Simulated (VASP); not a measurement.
Here is a VASP 6.6.1 calculation.

The input INCAR:

```
SYSTEM = AlN
ALGO     = Normal         ! electronic algorithm
EDIFF    = 1E-6           ! SCF threshold, eV
ENCUT    = 520            ! plane-wave cutoff, eV
ISIF     = 2              ! what is computed and relaxed
ISMEAR   = -1             ! smearing method
LASPH    = .True.         ! aspherical terms in the spheres
LCHARG   = .True.         ! write CHGCAR
LELF     = .True.         ! ELF
LREAL    = .False.        ! projectors in reciprocal space
LVHAR    = .True.       
LWAVE    = .False.        ! write WAVECAR
NBANDS   = 11             ! bands
NELM     = 100            ! most SCF steps
PREC     = Accurate       ! precision mode
SIGMA    = 0.05           ! smearing width, eV
```

The input KPOINTS:

```
k-points
0
Gamma
  10 10 10
  0 0 0
```

File POSCAR:

```
AlN
1.0
    0.0000000000      2.1394097525      2.1394097525
    2.1394097525      0.0000000000      2.1394097525
    2.1394097525      2.1394097525      0.0000000000
Al N
1 1
Direct
    0.0000000000      0.0000000000      0.0000000000
    0.2500000000      0.2500000000      0.2500000000
```

Potentials or basis: VASP PAW LDA potentials, release 64 (Al, N).

Command:

```console
$ cat potpaw_LDA.64/Al/POTCAR potpaw_LDA.64/N/POTCAR > POTCAR
$ mpirun -np 1 vasp_std > vasp.out
```

Problem. Estimate the band gap on the k mesh.

Solution. 3.25 eV, indirect (least direct gap 4.80 eV).

Problem. Estimate the pressure.

Solution. 10.9 GPa.

 A k mesh can miss the band edges.
